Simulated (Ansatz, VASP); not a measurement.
One calculation of AlN, two programs

```
CELL_PARAMETERS angstrom
0.00000 2.18399 2.18399
2.18399 0.00000 2.18399
2.18399 2.18399 0.00000
ATOMIC_POSITIONS crystal
Al 0.97772 0.97772 0.02228
N 0.79293 0.79293 0.70707
```

Change from the starting cell: mode 4 (656.9 1/cm) frozen in, largest displacement +0.188 Å.

Alike in both runs: task single point; functional PBE; k mesh 10 × 10 × 10; occupations gaussian, width 0.05 eV; no spin polarisation.

```csv
,VASP,Ansatz
version,VASP 6.6.1,Ansatz 0.2.0
potentials or method,"VASP PAW PBE potentials, release 64 (Al, N), cutoff 520 eV","scalar-relativistic, plane waves, PAW"
valence electrons in the cell,8,8
```

|  | VASP | Ansatz | Ansatz less VASP |
| --- | --- | --- | --- |
| gap on the k mesh at the Fermi level (eV) | 2.62 | 2.64 | +0.012 |
| least direct gap on the mesh (eV) | 3.39 | 3.38 | -0.009 |
| pressure (GPa) | 14.4 | 14.5 | +0.11 |
| traceless stress, the component that is largest in VASP (GPa) | 22.64 | 22.47 | -0.171 |
| rms of the force components (eV/Å) | 2.222 | 2.211 | -0.0101 |

Atom by atom the forces differ by 0.010 eV/Å (rms over components).
